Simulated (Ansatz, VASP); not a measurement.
# As in VASP and in Ansatz

The input INCAR:

```
  PREC = Accurate
  ENCUT = 520
  EDIFF = 1E-7
  ISMEAR = 0
  SIGMA = 0.15
  LREAL = False
  LASPH = True
  NELM = 100
  ALGO = Normal
  ISIF = 2
  LWAVE = False
  LCHARG = False
  GGA = PS
  NBANDS = 12
```

The input KPOINTS:

```
regular mesh
0
Gamma
  18 18 18
```

Contents of POSCAR:

```
As
1.0
    1.9079456994      1.1015529631      3.4334834500
   -1.9079456994      1.1015529631      3.4334834500
    0.0000000000     -2.2031059263      3.4334834500
As
2
Direct
    0.2275400000      0.2275400000      0.2275400000
    0.7724600000      0.7724600000      0.7724600000
```

Input for Ansatz:

```yaml
crystal:
  lattice:
    - [1.9079456994, 1.1015529631, 3.43348345]
    - [-1.9079456994, 1.1015529631, 3.43348345]
    - [0.0, -2.2031059263, 3.43348345]
  atoms:
    - { symbol: As, position: [0.22754, 0.22754, 0.22754] }
    - { symbol: As, position: [0.77246, 0.77246, 0.77246] }
basis:
  ecutwfc: 420
kpoints:
  mp_grid: { grid: [18, 18, 18] }
hamiltonian:
  xc: pbesol
scf:
  occupations: { method: gaussian, width: 0.15 }
output:
  forces: true
  stress: true
  eigenvalues: true
```

Change from the starting cell: strain +0.015 along x and y, -0.015 along z, atoms carried along.

Alike in both runs: task single point; functional PBEsol; k mesh 18 × 18 × 18; occupations gaussian, width 0.15 eV; no spin polarisation.

```csv
,VASP,Ansatz
version,VASP 6.6.1,Ansatz 0.2.0
potentials or method,"VASP PAW PBE potentials, release 64 (As), cutoff 520 eV","scalar-relativistic, plane waves, PAW"
valence electrons in the cell,10,30
```

Ansatz gave:

| Quantity | Value |
| --- | --- |
| gap on the k mesh at the Fermi level (eV) | none |
| pressure (GPa) | -1.5 |
| traceless stress, the component that is largest in VASP (GPa) | 0.70 |
| rms of the force components (eV/Å) | 0.087 |

Question: Estimate VASP's values.

Answer: gap on the k mesh at the Fermi level (eV): none; pressure (GPa): -1.1; traceless stress, the component that is largest in VASP (GPa): 0.59; rms of the force components (eV/Å): 0.119.

VASP's potentials were made for PBE, not for PBEsol. Atom by atom the forces differ by 0.032 eV/Å (rms over components). A gap of «none» marks a metal or a gap that the smearing closes. With one functional, cell and mesh, what is left measures potentials, basis and numerics. VASP's potentials hold 10 valence electrons a cell and Ansatz's 30, so a difference there can come from the potentials and not from the codes.
